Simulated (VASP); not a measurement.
A run of VASP 6.6.1 is set up as follows.

File INCAR:

```
SYSTEM = Ti
ALGO     = Normal         ! electronic algorithm
EDIFF    = 1E-6           ! SCF threshold, eV
ENCUT    = 500            ! plane-wave cutoff, eV
GGA      = PE             ! functional
GGA_COMPAT= .False.      
ISIF     = 2              ! what is computed and relaxed
ISMEAR   = 0              ! smearing method
LASPH    = .True.         ! aspherical terms in the spheres
LCHARG   = .False.        ! write CHGCAR
LREAL    = .False.        ! projectors in reciprocal space
LWAVE    = .False.        ! write WAVECAR
NBANDS   = 25             ! bands
NELM     = 120            ! most SCF steps
PREC     = Accurate       ! precision mode
SIGMA    = 0.15           ! smearing width, eV
```

Contents of KPOINTS:

```
k-points
0
Gamma
  12 12 14
  0 0 0
```

POSCAR

```
Ti
1.0
    4.5410922605      0.0000000000      0.0000000000
   -2.2705461302      3.9327012585      0.0000000000
    0.0000000000      0.0000000000      2.8082579439
Ti
3
Direct
   -0.0190008318     -0.0380016635      0.0000000000
    0.3428337492      0.6856674984      0.5000000000
    0.6761670825      0.3523341651      0.5000000000
```

Potentials or basis: VASP PAW PBE potentials, release 64 (Ti_sv).

Command:

```console
$ cat potpaw_PBE.64/Ti_sv/POTCAR > POTCAR
$ mpirun -np 1 vasp_std > vasp.out
```

Task: What does it give for the band gap on the k mesh?

Result: Zero (band 18 reaches 8.87 eV, above the bottom of band 19 at 8.52 eV).

Task: Predict the largest force.

Result: 0.993 eV/Å.

Task: What does it give for the pressure?

Result: 4.0 GPa.

Forces in eV/Å, atoms in the order of the input:
```
Ti   0.000  0.993  0.000
Ti   0.000 -0.325  0.000
Ti   0.000 -0.668  0.000
```
